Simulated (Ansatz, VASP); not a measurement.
# One calculation of GaP, two programs

```xyz
2
Lattice="0.0000 2.7252 2.6707 2.7252 0.0000 2.6707 2.7252 2.7252 0.0000" Properties=species:S:1:pos:R:3 pbc="T T T"
Ga    0.0000    0.0000    0.0000
P     4.0879    4.0879    4.0061
```

Change from the starting cell: zz strain of -2 %, crystal datasets.

Alike in both runs: task electric field gradients; functional PBE; k mesh 10 × 10 × 10; occupations fermi-dirac, width 0.05 eV; no spin polarisation.

```csv
,VASP,Ansatz
version,VASP 6.6.1,Ansatz 0.2.0
potentials or method,"VASP PAW PBE potentials, release 64 (Ga_d, P), cutoff 520 eV","all-electron PAW with datasets made for the crystal, scalar-relativistic"
```

Ansatz gave:

- pressure (GPa): 4.3
- traceless stress, the component that is largest in VASP (GPa): 0.95
- size of Vzz on the site where it differs most (V/Å²): 4.2

Problem. Which values does VASP return?

Solution. Pressure (GPa): 4.3; traceless stress, the component that is largest in VASP (GPa): 0.95; size of Vzz on the site where it differs most (V/Å²): 3.6.

Ansatz ran all-electron here, and VASP with PAW potentials.
